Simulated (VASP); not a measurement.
# Sn3Te in VASP: notebook

Sn3Te is run at these levels: r2SCAN, PBEsol; tasks: single point.

Program: VASP 6.6.1. These are calculated values, not measurements. Logs are shortened: lines on timing, memory, paths and dates and some standing lists are left out, and cuts for length are marked.

## Step 1: The cell of the first run

The structure is cubic, space group Pm-3m (No. 221). Conventional cell: a = 4.676 Å, b = 4.676 Å, c = 4.676 Å, α = 90.00°, β = 90.00°, γ = 90.00°. Sn (site symmetry 4/mmm) has 8 Sn at 3.31 Å and 4 Te at 3.31 Å within 4.3 Å. Within 4.3 Å of Te (site symmetry m-3m) lie 12 Sn at 3.31 Å.

## Step 2: Single point, r2SCAN (functional r2SCAN, strained)

The input, POSCAR:

```
Sn3Te
1.0
    4.6755708047      0.0000000000      0.0000000000
    0.0000000000      4.6755708047      0.0000000000
    0.0000000000      0.0000000000      4.6755708047
Sn Te
3 1
Direct
    0.5000000000      0.5000000000      0.0000000000
    0.5000000000      0.0000000000      0.5000000000
    0.0000000000      0.5000000000      0.5000000000
    0.0000000000      0.0000000000      0.0000000000
```

The input, INCAR.step1:

```
SYSTEM = Sn3Te
PREC     = Accurate       ! precision mode
ENCUT    = 520            ! plane-wave cutoff, eV
ISMEAR   = 0              ! smearing method
SIGMA    = 0.1            ! smearing width, eV
LREAL    = .False.        ! projectors in reciprocal space
LASPH    = .True.         ! aspherical terms in the spheres
NELM     = 100            ! most SCF steps
NBANDS   = 32             ! bands
GGA      = PE             ! functional
ALGO     = Normal         ! electronic algorithm
EDIFF    = 1E-4           ! SCF threshold, eV
LWAVE    = .True.         ! write WAVECAR
LCHARG   = .False.        ! write CHGCAR
```

The input, INCAR.step2:

```
SYSTEM = Sn3Te
PREC     = Accurate       ! precision mode
ENCUT    = 520            ! plane-wave cutoff, eV
EDIFF    = 1E-6           ! SCF threshold, eV
ISMEAR   = 0              ! smearing method
SIGMA    = 0.1            ! smearing width, eV
LREAL    = .False.        ! projectors in reciprocal space
LASPH    = .True.         ! aspherical terms in the spheres
NELM     = 100            ! most SCF steps
ALGO     = Normal         ! electronic algorithm
ISIF     = 2              ! what is computed and relaxed
LWAVE    = .False.        ! write WAVECAR
LCHARG   = .False.        ! write CHGCAR
METAGGA  = R2SCAN         ! meta-GGA
LMIXTAU  = .True.       
NBANDS   = 32             ! bands
ISTART   = 1
```

The input, KPOINTS:

```
regular mesh
0
Gamma
  10 10 10
  0 0 0
```

Potentials or basis: VASP PAW PBE potentials, release 64 (Sn_d, Te).

Launch:

```bash
$ cat potpaw_PBE.64/Sn_d/POTCAR potpaw_PBE.64/Te/POTCAR > POTCAR
$ cp INCAR.step1 INCAR
$ mpirun -np 1 vasp_std > vasp.out
$ cp INCAR.step2 INCAR
$ mpirun -np 1 vasp_std > vasp.out
```

OUTCAR:

```text
SYSTEM = Sn3Te
   PREC = Accurate
   ENCUT = 520
   EDIFF = 1E-6
   ISMEAR = 0
   LREAL = .False.
   LASPH = .True.
   NELM = 100
   ISIF = 2
   METAGGA = R2SCAN
   ISTART = 1

 ion  position               nearest neighbor table
   1  0.500  0.500  0.000-   2 3.31   3 3.31   4 3.31   2 3.31   3 3.31   2 3.31   4 3.31   2 3.31
                             3 3.31   4 3.31   3 3.31   4 3.31
   2  0.500  0.000  0.500-   1 3.31   3 3.31   4 3.31   1 3.31   4 3.31   1 3.31   3 3.31   1 3.31
                             3 3.31   4 3.31   4 3.31   3 3.31
   3  0.000  0.500  0.500-   1 3.31   2 3.31   4 3.31   1 3.31   4 3.31   2 3.31   4 3.31   4 3.31
                             1 3.31   2 3.31   1 3.31   2 3.31
   4  0.000  0.000  0.000-   1 3.31   2 3.31   3 3.31   2 3.31   3 3.31   1 3.31   3 3.31   3 3.31
                             1 3.31   2 3.31   2 3.31   1 3.31

  LATTYP: Found a simple cubic cell.
 ALAT       =     4.6755708047

  Lattice vectors:

 A1 = (   4.6755708047,   0.0000000000,   0.0000000000)
 A2 = (   0.0000000000,   4.6755708047,   0.0000000000)
 A3 = (   0.0000000000,   0.0000000000,   4.6755708047)

Analysis of symmetry for initial positions (statically):
=====================================================================
 Subroutine PRICEL returns:
 Original cell was already a primitive cell.

 Routine SETGRP: Setting up the symmetry group for a
 simple cubic supercell.

 Subroutine GETGRP returns: Found 48 space group operations
 (whereof 48 operations were pure point group operations)
 out of a pool of 48 trial point group operations.

The static configuration has the point symmetry O_h .

Analysis of symmetry for dynamics (positions and initial velocities):
=====================================================================
 Subroutine PRICEL returns:
 Original cell was already a primitive cell.

 Routine SETGRP: Setting up the symmetry group for a
 simple cubic supercell.

 Subroutine GETGRP returns: Found 48 space group operations
 (whereof 48 operations were pure point group operations)
 out of a pool of 48 trial point group operations.

The dynamic configuration has the point symmetry O_h .

 Subroutine INISYM returns: Found 48 space group operations
 (whereof 48 operations are pure point group operations),
 and found     1 'primitive' translations

----------------------------------------------------------------------------------------

                                     Primitive cell

  volume of cell :     102.2125

  direct lattice vectors                    reciprocal lattice vectors
     4.675570805  0.000000000  0.000000000     0.213877629  0.000000000  0.000000000
     0.000000000  4.675570805  0.000000000     0.000000000  0.213877629  0.000000000
     0.000000000  0.000000000  4.675570805     0.000000000  0.000000000  0.213877629

  length of vectors
     4.675570805  4.675570805  4.675570805     0.213877629  0.213877629  0.213877629

  position of ions in fractional coordinates (direct lattice)
     0.500000000  0.500000000  0.000000000
     0.500000000  0.000000000  0.500000000
     0.000000000  0.500000000  0.500000000
     0.000000000  0.000000000  0.000000000

  ion indices of the primitive-cell ions
   primitive index   ion index
                 1           1
                 2           2
                 3           3
                 4           4

----------------------------------------------------------------------------------------

 KPOINTS: regular mesh

Automatic generation of k-mesh.
 Grid dimensions read from file:
 generate k-points for:   10   10   10

 Generating k-lattice:

  Cartesian coordinates                     Fractional coordinates (reciprocal lattice)
     0.021387763  0.000000000  0.000000000     0.100000000  0.000000000  0.000000000
     0.000000000  0.021387763  0.000000000     0.000000000  0.100000000  0.000000000
     0.000000000  0.000000000  0.021387763     0.000000000  0.000000000  0.100000000

  Length of vectors
     0.021387763  0.021387763  0.021387763

  Shift w.r.t. Gamma in fractional coordinates (k-lattice)
     0.000000000  0.000000000  0.000000000

 Subroutine IBZKPT returns following result:
 ===========================================

 Found     56 irreducible k-points:

 Following reciprocal coordinates:
            Coordinates               Weight
  0.000000  0.000000  0.000000      1.000000
  0.100000  0.000000  0.000000      6.000000
  0.200000  0.000000  0.000000      6.000000
  0.300000  0.000000  0.000000      6.000000
  0.400000  0.000000  0.000000      6.000000
  0.500000  0.000000  0.000000      3.000000
[... 16 lines left out ...]
  0.200000  0.100000  0.100000     24.000000
  0.300000  0.100000  0.100000     24.000000
 [... further k-points ...]
   k-points           NKPTS =     56   k-points in BZ     NKDIM =     56   number of bands    NBANDS=     32
   number of dos      NEDOS =    301   number of ions     NIONS =      4
   total plane-waves  NPLWV =  46656
   dimension x,y,z NGX =    36 NGY =   36 NGZ =   36
   dimension x,y,z NGXF=    72 NGYF=   72 NGZF=   72
   ions per type =               3   1
   NGX,Y,Z   is equivalent  to a cutoff of  12.80, 12.80, 12.80 a.u.
   NGXF,Y,Z  is equivalent  to a cutoff of  25.60, 25.60, 25.60 a.u.
 SYSTEM =  Sn3Te
   PREC   = accura    normal or accurate (medium, high low for compatibility)
   ISTART =      1    job   : 0-new  1-cont  2-samecut
   ICHARG =      0    charge: 1-file 2-atom 10-const
   ISPIN  =      1    spin polarized calculation?
   LNONCOLLINEAR =      F non collinear calculations
   LSORBIT =      F    spin-orbit coupling
   LASPH  =      T    aspherical Exc in radial PAW
   ENCUT  =  520.0 eV  38.22 Ry    6.18 a.u.   8.69  8.69  8.69*2*pi/ulx,y,z
   NELM   =    100;   NELMIN=  2; NELMDL=  0     # of ELM steps
   EDIFF  = 0.1E-05   stopping-criterion for ELM
   LREAL  =      F    real-space projection
   EDIFFG = 0.1E-04   stopping-criterion for IOM
   NSW    =      0    number of steps for IOM
   IBRION =     -1    ionic relax: 0-MD 1-quasi-New 2-CG
   NFREE  =      0    steps in history (QN), initial steepest desc. (CG)
   ISIF   =      2    stress and relaxation
   ISYM   =      2    0-nonsym 1-usesym 2-fastsym
   POTIM  = 0.5000    time-step for ionic-motion
   TEBEG  =    0.0;   TEEND  =   0.0 temperature during run
   PSTRESS=    0.0 pullay stress
   NELECT =      48.0000    total number of electrons
   NUPDOWN=      -1.0000    fix difference up-down
   EMIN   =  10.00;   EMAX   =-10.00  energy-range for DOS
   EFERMI =   0.00;   METHOD = LEGACY
   ISMEAR =     0;   SIGMA  =   0.10  broadening in eV -4-tet -1-fermi 0-gaus
   EFERMI_NEDOS =   21; number of points for ismear=-14 and -15
   IALGO  =     38    algorithm
   IMIX   =      4    mixing-type and parameters
     AMIX     =   0.40;   BMIX     =  1.00
     AMIX_MAG =   1.60;   BMIX_MAG =  1.00
  volume/ion in A,a.u.               =      25.55       172.44
  Fermi-wavevector in a.u.,A,eV,Ry     =   1.272489  2.404655 22.030928  1.619228
  Thomas-Fermi vector in A             =   2.405364
   LORBIT       =      0    0 simple, 1 ext, 2 COOP (PROOUT), +10 PAW based schemes
   METAGGA = R2SCAN    functional components
   LHFCALC =     F    Hartree Fock is set to
   AEXX    =    0.0000 exact exchange contribution
   IVDW    =     0    specifies the selected vdW correction
   LEPSILON=     F    determine dielectric tensor
   LRPA    =     F    only Hartree local field effects (RPA)
 non-spin polarized calculation
 Gauss-broadening in eV      SIGMA  =   0.10
  energy-cutoff  :      520.00
  volume of cell :      102.21
 maximum number of plane-waves:      2800
 NGX is ok and might be reduce to    36
   NGX = 17   NGY = 17   NGZ = 17

 number of electron      47.9999950 magnetization

 Free energy of the ion-electron system (eV)
  ---------------------------------------------------
  ext. energy  EPLUGINS =         0.00000000
  ---------------------------------------------------
  free energy    TOTEN  =       -98.42177586 eV

  energy without entropy =      -98.40545764  energy(sigma->0) =      -98.41361675

 E-fermi :   9.2146     XC(G=0): -11.4589

 val. band max:        9.2035429087   @ k =   0.3000   0.3000   0.1000
 cond. band min:       9.2281336812   @ k =   0.5000   0.2000   0.1000
 fundamental gap:      0.0245907725
 Fermi energy:         9.2146192016

 k-point     1 :       0.0000    0.0000    0.0000
  band No.  band energies     occupation
      1     -13.3503      2.00000
      2     -13.3503      2.00000
      3     -13.3503      2.00000
      4     -13.3015      2.00000
      5     -13.2991      2.00000
      6     -13.2991      2.00000
[... 24 lines left out ...]
     31      14.5633      0.00000
     32      14.5639      0.00000

 k-point     2 :       0.1000    0.0000    0.0000
  band No.  band energies     occupation
      1     -13.3490      2.00000
      2     -13.3440      2.00000
      3     -13.3440      2.00000
      4     -13.2987      2.00000
      5     -13.2968      2.00000
      6     -13.2953      2.00000
[... 24 lines left out ...]
     31      14.9423      0.00000
     32      15.1167      0.00000

 k-point     3 :       0.2000    0.0000    0.0000
  band No.  band energies     occupation
      1     -13.3454      2.00000
      2     -13.3257      2.00000
      3     -13.3257      2.00000
      4     -13.2975      2.00000
      5     -13.2845      2.00000
      6     -13.2838      2.00000
[... 24 lines left out ...]
     31      15.4622      0.00000
     32      15.5056      0.00000

 k-point     4 :       0.3000    0.0000    0.0000
  band No.  band energies     occupation
      1     -13.3406      2.00000
      2     -13.2982      2.00000
      3     -13.2982      2.00000
      4     -13.2960      2.00000
      5     -13.2686      2.00000
      6     -13.2647      2.00000
[... 24 lines left out ...]
     31      14.5674      0.00000
     32      15.0412      0.00000

 k-point     5 :       0.4000    0.0000    0.0000
  band No.  band energies     occupation
      1     -13.3364      2.00000
      2     -13.2949      2.00000
      3     -13.2694      2.00000
      4     -13.2694      2.00000
      5     -13.2515      2.00000
      6     -13.2442      2.00000
[... 584 lines left out ...]
     31      15.1524      0.00000
     32      16.9254      0.00000

 k-point    22 :       0.1000    0.1000    0.1000
  band No.  band energies     occupation
      1     -13.3412      2.00000
      2     -13.3357      2.00000
      3     -13.3357      2.00000
      4     -13.2918      2.00000
      5     -13.2918      2.00000
      6     -13.2878      2.00000
[... 24 lines left out ...]
     31      14.7996      0.00000
     32      14.7996      0.00000

 k-point    23 :       0.2000    0.1000    0.1000
  band No.  band energies     occupation
      1     -13.3359      2.00000
      2     -13.3228      2.00000
      3     -13.3216      2.00000
      4     -13.2891      2.00000
      5     -13.2787      2.00000
      6     -13.2748      2.00000
[... 24 lines left out ...]
     31      15.2695      0.00000
     32      15.5001      0.00000

 k-point    24 :       0.3000    0.1000    0.1000
  band No.  band energies     occupation
      1     -13.3304      2.00000
      2     -13.3050      2.00000
      3     -13.3003      2.00000
      4     -13.2828      2.00000
      5     -13.2603      2.00000
      6     -13.2566      2.00000
[... 24 lines left out ...]
     31      15.2035      0.00000
     32      15.5012      0.00000

 [... further k-points ...]

------------------------ aborting loop because EDIFF is reached ----------------------------------------

  FORCE on cell =-STRESS in cart. coord.  units (eV):
  Direction    XX          YY          ZZ          XY          YZ          ZX
  --------------------------------------------------------------------------------------
  -------------------------------------------------------------------------------------
  Total        4.1341968      4.1341968      4.1341968      0.0000000     -0.0000000      0.0000000
  in kB       64.8034036     64.8034036     64.8034036      0.0000000     -0.0000000      0.0000000
  external PRESSURE =      64.8034036 kB  Pullay stress =       0.0000000 kB

 VOLUME and BASIS-vectors are now :
 -----------------------------------------------------------------------------
  energy-cutoff  :      520.00
  volume of cell :      102.21
      direct lattice vectors                 reciprocal lattice vectors
     4.675570805  0.000000000  0.000000000     0.213877629  0.000000000  0.000000000
     0.000000000  4.675570805  0.000000000     0.000000000  0.213877629  0.000000000
     0.000000000  0.000000000  4.675570805     0.000000000  0.000000000  0.213877629

 POSITION                                       TOTAL-FORCE (eV/Angst)
 -----------------------------------------------------------------------------------
      2.33779      2.33779      0.00000         0.000000      0.000000      0.000000
      2.33779      0.00000      2.33779         0.000000      0.000000      0.000000
      0.00000      2.33779      2.33779         0.000000      0.000000      0.000000
      0.00000      0.00000      0.00000         0.000000      0.000000      0.000000
 -----------------------------------------------------------------------------------
    total drift:                                0.000000      0.000000      0.000000

  FREE ENERGIE OF THE ION-ELECTRON SYSTEM (eV)
  ---------------------------------------------------
  free  energy   TOTEN  =       -98.4217758642 eV

  energy  without entropy=      -98.4054576378  energy(sigma->0) =      -98.41361675
```

It took 6.1 min on 1 thread of Intel Xeon Platinum 8488C (Sapphire Rapids), shared host; peak memory 0.32 GiB.

What came out:

- Free energy: -98.4218 eV
- Pressure: 6.5 GPa
- Band gap on the k mesh: zero (band 24 reaches 12.62 eV, above the bottom of band 25 at 8.55 eV)

Levels at points of the mesh, in eV from the Fermi level:
```
           k point  band 22  band 23  band 24  band 25  band 26  band 27
(0.00, 0.00, 0.00)    -5.13     0.29     0.29     0.29     2.05     2.05
(0.50, 0.00, 0.00)    -2.36    -2.36    -1.91    -0.66     2.48     2.66
(0.50, 0.50, 0.00)    -2.02    -2.02    -0.69    -0.43    -0.43    -0.19
(0.50, 0.50, 0.50)    -6.35    -5.39     3.40     3.40     3.40     6.27
```

Caveat: the cell differs from its parent crystal (functional r2SCAN, strained); the PAW data sets were made with another functional, which shifts forces and pressure a little; spin-orbit coupling is left out, which moves the levels of the heavy elements.

## Step 3: Single point, PBEsol (strained)

The input, INCAR:

```
PREC = Accurate
ENCUT = 520
EDIFF = 1E-7
ISMEAR = 0
SIGMA = 0.1
LREAL = False
LASPH = True
NELM = 100
ALGO = Normal
ISIF = 2
LWAVE = False
LCHARG = True
GGA = PS
LELF = True
LVHAR = True
NBANDS = 32
```

The input, KPOINTS:

```
regular mesh
0
Gamma
  10 10 10
```

The input, POSCAR:

```
Sn3Te
1.0
    4.6728947126      0.0000000000      0.0000000000
    0.0000000000      4.6728947126      0.0000000000
    0.0000000000      0.0000000000      4.6728947126
Sn Te
3 1
Direct
    0.5000000000      0.5000000000      0.0000000000
    0.5000000000      0.0000000000      0.5000000000
    0.0000000000      0.5000000000      0.5000000000
    0.0000000000      0.0000000000      0.0000000000
```

Potentials or basis: VASP PAW PBE potentials, release 64 (Sn_d, Te).

Launch:

```bash
$ cat potpaw_PBE.64/Sn_d/POTCAR potpaw_PBE.64/Te/POTCAR > POTCAR
$ mpirun -np 1 vasp_std > vasp.out
```

Run time: 2.2 min. Hardware: 1 thread of Intel Xeon Platinum 8488C (Sapphire Rapids), shared host; peak memory 0.3 GiB.

It converged, with:

```
Free energy            : -16.0174 eV
Pressure               : 4.0 GPa
Band gap on the k mesh : zero (band 24 reaches 12.36 eV, above the bottom of band 25 at 8.35 eV)
```

Levels at points of the mesh, in eV from the Fermi level:
```csv
k point,band 22,band 23,band 24,band 25,band 26,band 27
"(0.00, 0.00, 0.00)",-4.87,0.37,0.37,0.37,1.96,1.96
"(0.50, 0.00, 0.00)",-2.15,-2.15,-1.78,-0.73,2.31,2.57
"(0.50, 0.50, 0.00)",-1.95,-1.95,-0.71,-0.36,-0.36,-0.08
"(0.50, 0.50, 0.50)",-6.00,-5.05,3.28,3.28,3.28,5.96
```

Caveat: the cell differs from its parent crystal (strained); the PAW data sets were made with another functional, which shifts forces and pressure a little; spin-orbit coupling is left out, which moves the levels of the heavy elements.

[end of part 1 of 2]
